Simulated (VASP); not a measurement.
Crystal: NaCl.

```
CELL_PARAMETERS angstrom
3.45955 0.02854 0.00000
0.02854 3.45955 0.00000
0.00000 0.00000 3.45955
ATOMIC_POSITIONS crystal
Na 0.00000 0.00000 0.00000
Cl 0.50000 0.50000 0.50000
```

This cell differs from its parent crystal: shear xy strain +1.7%.

Base run:

- Program: VASP 6.6.1
- Functional: PBE
- Potentials or basis: VASP PAW PBE potentials, release 64 (Na_pv, Cl)
- Cutoff: 520 eV
- k mesh: 8 × 8 × 8
- Occupations: fermi-dirac, width 0.02 eV
- Spin: no spin polarisation

Its results: band gap on the k mesh 4.11 eV, indirect (least direct gap 4.60 eV); pressure 1.1 GPa.

Task: The run is repeated on the same cell with these changes: functional from PBE to r2SCAN; occupations from fermi-dirac, width 0.02 eV to gaussian, width 0.01 eV. What comes out?

Result: Band gap on the k mesh 4.95 eV, indirect (least direct gap 5.46 eV); pressure -0.3 GPa.

Caveats: the PAW data sets were made with another functional, which shifts forces and pressure a little (some runs).

A k mesh can miss the band edges.
